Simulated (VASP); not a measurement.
The system is NaCl.

```
Cl Na
1.0
     0.00000    2.79406    2.79406
     2.79406    0.00000    2.79406
     2.79406    2.79406    0.00000
Cl Na
1 1
Direct
  0.50000 0.50000 0.50000
  0.00000 0.00000 0.00000
```

| Item | Value |
| --- | --- |
| Program | VASP 6.6.1 |
| Task | relaxation of cell and atoms |
| Functional | BLYP |
| Potentials or basis | VASP PAW PBE potentials, release 64 (Cl, Na_pv) |
| Cutoff | 600 eV |
| k mesh | 8 × 8 × 8 |
| Occupations | fermi-dirac, width 0.05 eV |
| Spin | no spin polarisation |

At the start: pressure 2.4 GPa; volume 21.81 Å³/atom.

**Question.** Where does the relaxation end?

**Answer.** Over 3 steps the energy falls by 14.2 meV/atom and the volume is 23.76 Å³/atom (+8.9 %); space group Fm-3m (No. 225, to 0.05 Å).

Step by step:
```
step  energy change (eV)  largest force (eV/Å)  pressure (GPa)  volume (Å³)
   1              0.0000                0.0000            2.42        43.63
   2             -0.0225                0.0000            1.01        45.74
   3             -0.0284                0.0000            0.06        47.52
```

Final structure:
```yaml
crystal:
  lattice:
    - [0.00000, 2.87495, 2.87495]
    - [2.87495, 0.00000, 2.87495]
    - [2.87495, 2.87495, 0.00000]
  atoms:
    - { symbol: Cl, position: [0.50000, 0.50000, 0.50000] }
    - { symbol: Na, position: [0.00000, 0.00000, 0.00000] }
```

Caveat: the PAW data sets were made with another functional, which shifts forces and pressure a little.
